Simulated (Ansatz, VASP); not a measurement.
**Two plane-wave programs on Ni**

```
CELL_PARAMETERS angstrom
2.44802 0.00000 0.00000
-1.22401 2.12005 0.00000
0.00000 0.00000 4.07281
ATOMIC_POSITIONS crystal
Ni 0.33333 0.66667 0.25000
Ni 0.66667 0.33333 0.75000
```

Alike in both runs: task single point; functional LDA; k mesh 8 × 8 × 5; occupations methfessel-paxton of order 1, width 0.02 eV; collinear spin.

```csv
,VASP,Ansatz
version,VASP 6.6.1,Ansatz 0.2.0
potentials or method,"VASP PAW LDA potentials, release 64 (Ni), cutoff 600 eV","plane waves, PAW"
valence electrons in the cell,20,36
```

```tsv
	VASP	Ansatz	Ansatz less VASP
net moment per atom (μB)	0.67	0.67	-0.001
size of the moment on the site where the two differ most (μB)	0.67	0.70	+0.024
```

LDA's correlation is that of Perdew and Zunger in VASP and of Perdew and Wang (1992) in Ansatz. Site moments also hang on the region over which each program counts them. VASP's potentials hold 20 valence electrons a cell and Ansatz's 36, so a difference there can come from the potentials and not from the codes. Ansatz's warnings: stability check not made, structure snapped to symmetry.

The k mesh is coarse, so the values compare programs but aren't converged.
